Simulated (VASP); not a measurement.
Wanted: the native input for a VASP 6.6.1 run.

```yaml
Task: electric field gradients
Functional: r2SCAN
Potentials_or_basis: VASP PAW PBE potentials, release 64 (Ca_sv, V_sv, Pd, O)
Cutoff: 520 eV
k_mesh: 7 × 7 × 7
Occupations: fermi-dirac, width 0.05 eV
Spin: collinear spin, ferromagnetic start
Starting_moments: "[0.0, 1.0, 1.0, 1.0, 1.0, 0.0, 0.0, 0.0, 0.0, 0.0, 0.0, 0.0, 0.0, 0.0, 0.0, 0.0, 0.0, 0.0, 0.0, 0.0] μB"
Dipole_correction: no
Further_INCAR_settings: LREAL = Auto; ALGO = Normal; EDIFF = 1e-08; NBANDS = 102
```

CaV4Pd3O12:

```
CELL_PARAMETERS angstrom
-3.70159 3.70159 3.70159
3.70159 -3.70159 3.70159
3.70159 3.70159 -3.70159
ATOMIC_POSITIONS crystal
Ca 0.00000 0.00000 0.00000
V 0.50000 0.50000 0.50000
V 0.00000 0.00000 0.50000
V 0.50000 0.00000 0.00000
V 0.00000 0.50000 0.00000
Pd 0.00000 0.50000 0.50000
Pd 0.50000 0.00000 0.50000
Pd 0.50000 0.50000 0.00000
O 0.47746 0.18420 0.29326
O 0.89094 0.18420 0.70674
O 0.52254 0.81580 0.70674
O 0.10906 0.81580 0.29326
O 0.29326 0.47746 0.18420
O 0.70674 0.89094 0.18420
O 0.70674 0.52254 0.81580
O 0.29326 0.10906 0.81580
O 0.18420 0.29326 0.47746
O 0.18420 0.70674 0.89094
O 0.81580 0.70674 0.52254
O 0.81580 0.29326 0.10906
```

The input as run:

POSCAR

```
CaV4Pd3O12
1.0
   -3.7015850000      3.7015850000      3.7015850000
    3.7015850000     -3.7015850000      3.7015850000
    3.7015850000      3.7015850000     -3.7015850000
Ca V Pd O
1 4 3 12
Direct
    0.0000000000      0.0000000000      0.0000000000
    0.5000000000      0.5000000000      0.5000000000
    0.0000000000      0.0000000000      0.5000000000
    0.5000000000      0.0000000000      0.0000000000
    0.0000000000      0.5000000000      0.0000000000
    0.0000000000      0.5000000000      0.5000000000
    0.5000000000      0.0000000000      0.5000000000
    0.5000000000      0.5000000000      0.0000000000
    0.4774589671      0.1841984740      0.2932604931
    0.8909379808      0.1841984740      0.7067395069
    0.5225410329      0.8158015260      0.7067395069
    0.1090620192      0.8158015260      0.2932604931
    0.2932604931      0.4774589671      0.1841984740
    0.7067395069      0.8909379808      0.1841984740
    0.7067395069      0.5225410329      0.8158015260
    0.2932604931      0.1090620192      0.8158015260
    0.1841984740      0.2932604931      0.4774589671
    0.1841984740      0.7067395069      0.8909379808
    0.8158015260      0.7067395069      0.5225410329
    0.8158015260      0.2932604931      0.1090620192
```

INCAR.step1

```
SYSTEM = CaV4Pd3O12
PREC = Accurate
ENCUT = 520
ISMEAR = -1
SIGMA = 0.05
LREAL = Auto
LASPH = .TRUE.
NELM = 150
ISPIN = 2
MAGMOM = 0 1 1 1 1 0 0 0 0 0 0 0 0 0 0 0 0 0 0 0
LMAXMIX = 4
NBANDS = 102
GGA = PE
ALGO = Normal
EDIFF = 1E-4
LWAVE = .TRUE.
LCHARG = .FALSE.
KPAR = 4
```

INCAR.step2

```
SYSTEM = CaV4Pd3O12
PREC = Accurate
ENCUT = 520
EDIFF = 1E-8
ISMEAR = -1
SIGMA = 0.05
LREAL = Auto
LASPH = .TRUE.
NELM = 150
ALGO = Normal
ISIF = 2
LWAVE = .FALSE.
LCHARG = .FALSE.
ISPIN = 2
MAGMOM = 0 1 1 1 1 0 0 0 0 0 0 0 0 0 0 0 0 0 0 0
LORBIT = 11
LMAXMIX = 4
METAGGA = R2SCAN
LMIXTAU = .TRUE.
LEFG = .TRUE.
NBANDS = 102
ISTART = 1
KPAR = 4
```

KPOINTS

```
Automatic mesh
0
G
  7 7 7
  0 0 0
```

Potentials or basis: VASP PAW PBE potentials, release 64 (Ca_sv, V_sv, Pd, O).

The run is started by

```bash
$ cat potpaw_PBE.64/Ca_sv/POTCAR potpaw_PBE.64/V_sv/POTCAR potpaw_PBE.64/Pd/POTCAR potpaw_PBE.64/O/POTCAR > POTCAR
$ cp INCAR.step1 INCAR
$ mpirun -np 4 vasp_std > vasp.out
$ cp INCAR.step2 INCAR
$ mpirun -np 4 vasp_std > vasp.out
```

Results of the run:

```
Pressure                                              : -2.0 GPa
Largest force                                         : 0.224 eV/Å
Band gap on the k mesh                                : zero (filled and empty bands overlap)
Net moment                                            : 0.00 μB per cell
Largest electric field gradient by atom               : Ca +0.0; V -1.1; Pd -153.0; O -50.8 V/Å²
Valence electrons inside the program's atomic spheres : Ca 8.13; V 11.41; Pd 9.43; O 5.05
```

Caveat: the moments typed at the start vanished in this run; without QUAD_EFG the Cq values of the log hold for a quadrupole moment of 1 mb, not for the nuclei; the PAW data sets were made with another functional, which shifts forces and pressure a little; semilocal functionals often make such compounds metallic where correlation or magnetic order opens a gap, which also shifts bond lengths.

Run time: 22 min on 4 MPI ranks on Intel(R) Xeon(R) Platinum 8559C (Emerald Rapids) (shared host), peak memory 0.88 GiB a rank.
